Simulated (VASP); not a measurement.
A run of VASP 6.6.1 is set up as follows.

INCAR

```
SYSTEM = RuS
PREC = Accurate ; ENCUT = 520
EDIFF = 1E-6 ; ISMEAR = 0
SIGMA = 0.1 ; LREAL = .False.
LASPH = .True. ; NELM = 60
ALGO = Normal ; ISIF = 2
LWAVE = .False. ; LCHARG = .False.
GGA = PE ; NBANDS = 17
```

File KPOINTS:

```
Automatic mesh
0
Gamma
  14 14 14
  0 0 0
```

POSCAR

```
RuS
1.0
    0.0000000000      2.6007677287      2.6007677287
    2.6007677287      0.0000000000      2.6007677287
    2.6007677287      2.6007677287      0.0000000000
Ru S
1 1
Direct
    0.0000000000      0.0000000000      0.0000000000
    0.7500000000      0.7500000000      0.7500000000
```

Potentials or basis: VASP PAW PBE potentials, release 64 (Ru_pv, S).

Run with:

```console
$ cat potpaw_PBE.64/Ru_pv/POTCAR potpaw_PBE.64/S/POTCAR > POTCAR
$ mpirun -np 1 vasp_std > vasp.out
```

Task: Estimate the pressure.

Result: -0.2 GPa.

Task: What does it give for the band gap on the k mesh?

Result: Zero (band 10 reaches 10.66 eV, above the bottom of band 11 at 7.59 eV).
